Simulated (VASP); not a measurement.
Runs of VASP 6.6.1 on Ga. The structure is that of space group Fm-3m (No. 225), or close to it. The cells are those of the table. 

| task | spin | cell | k mesh | cutoff (eV) | gap on the mesh (eV) | pressure (GPa) |
| --- | --- | --- | --- | --- | --- | --- |
| single point | non-collinear, zero start, SOC | a = 2.937 Å, angles 60.0°, 1 atom | 13 × 13 × 13 | 520 | - | (c) |
| single point | off | a = 3.014 Å, angles 60.0°, 1 atom | 15 × 15 × 15 | 520 | none | (b) |
| single point | off | a = 2.937 Å, angles 60.0°, 1 atom | 13 × 13 × 13 | 520 | none | 0.0 |
| single point | off | a = 2.857 Å, angles 60.0°, 1 atom | 15 × 15 × 15 | 520 | none | 5.7 |
| single point | off | a = 2.976 Å, angles 60.0°, 1 atom | 15 × 15 × 15 | 520 | none | -2.4 |
| single point | off | a = 2.898 Å, angles 60.0°, 1 atom | 15 × 15 × 15 | 520 | none | 2.3 |
| single point | off | a = 2.937 Å, angles 60.0°, 1 atom | 15 × 15 × 15 | 520 | none | (a) |
| single point | off | a = 3.051 Å, angles 60.0°, 1 atom | 15 × 15 × 15 | 520 | none | -5.3 |
| relaxation of cell and atoms | off | relaxed from a = 3.026 Å, angles 60.0°, 1 atom | 13 × 13 × 13 | 600 | none | 0.0 |
| single point | off | a = 2.815 Å, angles 60.0°, 1 atom | 15 × 15 × 15 | 520 | none | 10.0 |
| single point | off | a = 2.937 Å, angles 60.0°, 1 atom | 21 × 21 × 21 | 520 | none | -0.3 |

Alike in all rows: level r2SCAN; potentials or basis VASP PAW PBE potentials, release 64 (Ga_d); smearing fermi-dirac 0.1 eV.

Problem. Estimate the missing entries.

Solution. (a) -0.4; (b) -4.0; (c) 0.1.

Caveats: the PAW data sets were made with another functional, which shifts forces and pressure a little.

A k mesh can miss the band edges, and rows without SOC leave out spin-orbit coupling on Ga.

A gap of «none» marks levels without a gap at the run's occupations.
